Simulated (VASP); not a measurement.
A run of VASP 6.6.1:

Contents of INCAR:

```
PREC = Accurate
ENCUT = 520
EDIFF = 1E-7
ISMEAR = 0
SIGMA = 0.1
LREAL = False
LASPH = True
NELM = 60
ALGO = Fast
ISIF = 2
LWAVE = False
LCHARG = False
GGA = PE
NBANDS = 29
```

The input KPOINTS:

```
regular mesh
0
Gamma
  6 6 4
```

POSCAR

```
MgSnO4
1.0
    4.4512942200      0.0000000000      0.0000000000
   -2.2256471100      3.8549338700      0.0000000000
    0.0000000000      0.0000000000      4.8064099700
Mg Sn O
1 1 4
Direct
    0.0000000000      0.0000000000      0.0000000000
    0.0000000000      0.0000000000      0.5000000000
    0.3333333300      0.6666666700      0.5000000000
    0.6666666700      0.3333333300      0.5000000000
    0.3333333300      0.6666666700      0.0000000000
    0.6666666700      0.3333333300      0.0000000000
```

Potentials or basis: VASP PAW PBE potentials, release 64 (Mg, Sn_d, O).

Launch:

```sh
$ cat potpaw_PBE.64/Mg/POTCAR potpaw_PBE.64/Sn_d/POTCAR potpaw_PBE.64/O/POTCAR > POTCAR
$ mpirun -np 1 vasp_std > vasp.out
```

Hardware: 1 thread of Oxide Virtual Turin-like Processor (shared host).

Question: Estimate the wall time of this run.

Answer: It took 2.2 min on 1 thread of Oxide Virtual Turin-like Processor, with other jobs on the host, peak memory 0.19 GiB. Counts: scf iterations 19, k points 21.
